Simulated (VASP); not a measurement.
## Co2Si: relaxation of cell and atoms with PBE

Crystal: Co2Si.

```
Co Si
1.0
     3.88747    0.00000    0.00000
    -1.94373    3.36665    0.00000
     0.00000    0.00000    4.89615
Co Si
4 2
Cartesian
  0.0000 0.0000 2.4481
  0.0000 0.0000 0.0000
  0.0000 2.2444 3.6721
  1.9437 1.1222 1.2240
  1.9437 1.1222 3.6721
  0.0000 2.2444 1.2240
```

- Program: VASP 6.6.1
- Task: relaxation of cell and atoms
- Functional: PBE
- Potentials or basis: VASP PAW PBE potentials, release 64 (Co, Si)
- Cutoff: 600 eV
- k mesh: 12 × 12 × 6
- Occupations: gaussian, width 0.1 eV
- Spin: no spin polarisation
- Dipole correction: no
- Further INCAR settings: ALGO = Fast; EDIFF = 1e-06; IBRION = 2; EDIFFG = -0.01; NSW = 100; ISIF = 3

The relaxed volume is 10.67 Å³/atom and the relaxed cell is a = 3.888 Å, b = 3.888 Å, c = 4.889 Å, α = 90.00°, β = 90.00°, γ = 120.00°. The space group after relaxing (to 0.05 Å) is P6_3/mmc (No. 194), the energy gained by relaxing is 0.0 meV/atom and the ionic steps are 4. The pressure after relaxing is 0.0 GPa and the band gap on the k mesh is zero (band 22 reaches 11.88 eV, above the bottom of band 23 at 11.10 eV).

Step by step:
```
step  energy change (eV)  largest force (eV/Å)  pressure (GPa)  volume (Å³)
   1              0.0000                0.0000           -0.48        64.08
   2              0.0004                0.0000            0.74        63.79
   3             -0.0001                0.0000            0.08        63.99
   4             -0.0001                0.0000            0.01        63.99
```

Final structure:
```cif
data_structure
_symmetry_space_group_name_H-M 'P 1'
_symmetry_Int_Tables_number 1
_cell_length_a 3.8877
_cell_length_b 3.8877
_cell_length_c 4.8890
_cell_angle_alpha 90.000
_cell_angle_beta 90.000
_cell_angle_gamma 120.000
_cell_volume 63.99
loop_
_atom_site_label
_atom_site_type_symbol
_atom_site_fract_x
_atom_site_fract_y
_atom_site_fract_z
_atom_site_occupancy
Co1 Co 0.00000 0.00000 0.50000 1
Co2 Co 0.00000 0.00000 0.00000 1
Co3 Co 0.33333 0.66667 0.75000 1
Co4 Co 0.66667 0.33333 0.25000 1
Si1 Si 0.66667 0.33333 0.75000 1
Si2 Si 0.33333 0.66667 0.25000 1
```

Levels at points of the mesh, in eV from the Fermi level:
```
           k point  band 19  band 20  band 21  band 22  band 23  band 24  band 25  band 26
(0.00, 0.00, 0.00)    -0.43    -0.32     0.35     0.35     1.05     3.50     3.65     3.66
(0.50, 0.00, 0.00)    -0.71    -0.56    -0.55    -0.28    -0.11     0.27     0.36     2.23
(0.00, 0.00, 0.50)    -0.33    -0.33    -0.33    -0.33     2.94     2.94     4.19     4.19
(0.50, 0.00, 0.50)    -0.87    -0.87    -0.37    -0.37     0.03     0.03     1.93     1.93
```

It took 5.8 min on 1 thread of AMD EPYC 9R45 96-Core Processor (Zen 5), on a shared host, peak memory 0.26 GiB.

Spin polarisation is off, so any magnetic state and its effect on volume and gap are missing.
